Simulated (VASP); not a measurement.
Write the native input for VASP 6.6.1 that does the following.

- Task: single point
- Functional: PBE
- Potentials or basis: VASP PAW PBE potentials, release 64 (Sn_d, Ge_d, Te)
- Cutoff: 520 eV
- k mesh: 4 × 4 × 4
- Occupations: gaussian, width 0.1 eV
- Spin: no spin polarisation
- Dipole correction: no
- Further INCAR settings: ALGO = Normal; EDIFF = 1e-06; NBANDS = 50

The structure of SnGe3Te4 lies in POSCAR:

```
SnGe3Te4
1.0
    6.1271186000      0.0000000000      0.0000000000
    0.0000000000      6.1271186000      0.0000000000
    0.0000000000      0.0000000000      6.1271186000
Sn Ge Te
1 3 4
Direct
    0.0000000000      0.0000000000      0.0000000000
    0.5000000000      0.0000000000      0.5000000000
    0.5000000000      0.5000000000      0.0000000000
    0.0000000000      0.5000000000      0.5000000000
    0.0000000000      0.5000000000      0.0000000000
    0.5000000000      0.5000000000      0.5000000000
    0.0000000000      0.0000000000      0.5000000000
    0.5000000000      0.0000000000      0.0000000000
```

One way to write it, as run:

INCAR

```
PREC = Accurate
ENCUT = 520
EDIFF = 1E-6
ISMEAR = 0
SIGMA = 0.1
LREAL = False
LASPH = True
NELM = 60
ALGO = Normal
ISIF = 2
LWAVE = False
LCHARG = False
GGA = PE
NBANDS = 50
```

KPOINTS

```
regular mesh
0
Gamma
  4 4 4
```

Potentials or basis: VASP PAW PBE potentials, release 64 (Sn_d, Ge_d, Te).

The run is started by

```sh
$ cat potpaw_PBE.64/Sn_d/POTCAR potpaw_PBE.64/Ge_d/POTCAR potpaw_PBE.64/Te/POTCAR > POTCAR
$ mpirun -np 1 vasp_std > vasp.out
```

Results of the run:

The pressure is -0.2 GPa and the band gap on the k mesh is zero (filled and empty bands touch).

Caveat: spin-orbit coupling is left out, which moves the levels of the heavy elements.

Run time: 97 s on 1 thread of Intel(R) Xeon(R) 6975P-C (Granite Rapids), on a shared host, peak memory 0.37 GiB.
